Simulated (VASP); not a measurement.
Wanted: the native input for a VASP 6.6.1 run.

* Task: single point
* Functional: PBE
* Potentials or basis: VASP PAW PBE potentials, release 64 (Cd, S)
* Cutoff: 520 eV
* k mesh: 8 × 8 × 8
* Occupations: fermi-dirac, width 0.02 eV
* Spin: no spin polarisation
* Dipole correction: no
* Further INCAR settings: ALGO = Normal; EDIFF = 1e-06; NBANDS = 16

The structure of CdS lies in POSCAR:

```
CdS
1.0
    0.0000000000      2.8918934811      2.9392148400
    2.8918934811      0.0000000000      2.9392148400
    2.8918934811      2.8918934811      0.0000000000
Cd S
1 1
Direct
    0.0000000000      0.0000000000      0.0000000000
    0.2500000000      0.2500000000      0.2500000000
```

This cell differs from its parent crystal: biaxial xy strain -1.6%.

One way to write it, as run:

INCAR

```
  PREC = Accurate
  ENCUT = 520
  EDIFF = 1E-6
  ISMEAR = -1
  SIGMA = 0.02
  LREAL = F
  LASPH = T
  NELM = 100
  ALGO = Normal
  ISIF = 2
  LWAVE = F
  LCHARG = F
  GGA = PE
  NBANDS = 16
```

KPOINTS

```
Automatic mesh
0
Gamma
  8 8 8
```

Potentials or basis: VASP PAW PBE potentials, release 64 (Cd, S).

Command:

```console
$ cat potpaw_PBE.64/Cd/POTCAR potpaw_PBE.64/S/POTCAR > POTCAR
$ mpirun -np 1 vasp_std > vasp.out
```

It gave:

```
Pressure               : 3.8 GPa
Band gap on the k mesh : 1.15 eV
```

Caveat: the cell differs from its parent crystal (biaxial xy strain -1.6%); the cell stands under pressure.

It took 56 s on 1 thread of Intel Xeon 8259CL, on a shared host, peak memory 0.2 GiB.
